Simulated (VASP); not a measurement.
Wanted: the native input for a VASP 6.6.1 run.

* Task: single point
* Functional: PBE
* Dispersion: D3(BJ)
* Potentials or basis: VASP PAW PBE potentials, release 64 (O, H, N)
* Cutoff: 520 eV
* k mesh: 1 × 1 × 1
* Occupations: fermi-dirac, width 0.02 eV
* Spin: no spin polarisation
* Dipole correction: no
* Further INCAR settings: LREAL = Auto; ALGO = Normal; EDIFF = 1e-06; NBANDS = 67

The structure of H23NO10 lies in POSCAR:

```
H23NO10
1.0
    7.6099360000      0.0000000000      0.0000000000
    0.0000000000      7.6099360000      0.0000000000
    0.0000000000      0.0000000000      7.6099360000
O H N
10 23 1
Direct
    0.3667047923      0.0820769058      0.7715045173
    0.5632241848      0.2685699328      1.0619143183
    0.7532520641      0.9983789614      0.2845359015
    0.5950509965      0.6369961587      0.9388252411
    0.3972438139      0.1071888121      0.4114226453
   -0.3059946890      0.8059200498      0.5885594833
    0.3125781873      0.4744717958      0.1757439222
    0.2397786263      0.7251834969      0.8504539329
    0.2056127673      0.5901100877      0.5547221422
    0.8859338633      0.3332748133      0.5779680670
    0.2583333158      0.0348754576      0.8310450968
    0.3711463539      0.0111039042      0.6704129969
    0.6738164421      0.2005273106      1.0531363207
    0.5107533099      0.1854417698      0.9767887667
    0.6745917443      1.0233726013      0.3737613562
    0.7314253366      0.8631084414      0.2446012687
    0.4924745753      0.5590585782      0.9337660658
    0.6933698260      0.5617130026      0.8891270570
    0.3054690604      0.0298688452      0.3698717046
    0.3610148627      0.1634967758      0.2885963824
   -0.1961777340      0.8816631309      0.6140787518
   -0.3824736502      0.8370635443      0.6871148456
    0.4204371758      0.4502008953      0.1114464038
    0.2521308983      0.3990966547      0.1156514325
    0.2706198843      0.7131991649      0.9881554851
    0.1246396816      0.7526344505      0.8968932196
    0.1971238654      0.5072053168      0.4443401364
    0.3291617696      0.5632110441      0.6008986147
    0.9684706941      0.4438013671      0.5724095446
    0.8440544047      0.2867041195      0.4714362907
    0.1525637009      0.8712819661      0.1972027097
    0.0794093406      0.7933969484      0.3679794416
    0.0063995282      0.9888256616      0.2732086052
    0.1026289840      0.9205465066      0.3147858274
```

These files were run (other wordings do the same):

INCAR

```
  PREC = Accurate
  ENCUT = 520
  EDIFF = 1E-6
  ISMEAR = -1
  SIGMA = 0.02
  LREAL = Auto
  LASPH = T
  NELM = 60
  ALGO = Normal
  ISIF = 2
  LWAVE = F
  LCHARG = F
  GGA = PE
  IVDW = 12
  NBANDS = 67
```

KPOINTS

```
Automatic mesh
0
Gamma
  1 1 1
```

Potentials or basis: VASP PAW PBE potentials, release 64 (O, H, N).

Command:

```bash
$ cat potpaw_PBE.64/O/POTCAR potpaw_PBE.64/H/POTCAR potpaw_PBE.64/N/POTCAR > POTCAR
$ mpirun -np 1 vasp_gam > vasp.out
```

Results of the run:

The pressure is -0.2 GPa and the largest force is 8.347 eV/Å. The band gap on the k mesh is 3.29 eV and the dispersion energy per atom is -0.026 eV.

Caveat: the k points lie up to 0.83 Å⁻¹ apart.

Wall time 81 s on 1 thread of Intel(R) Xeon(R) Platinum 8259CL CPU @ 2.50GHz (Skylake/Cascade Lake), on a shared host, peak memory 0.51 GiB.
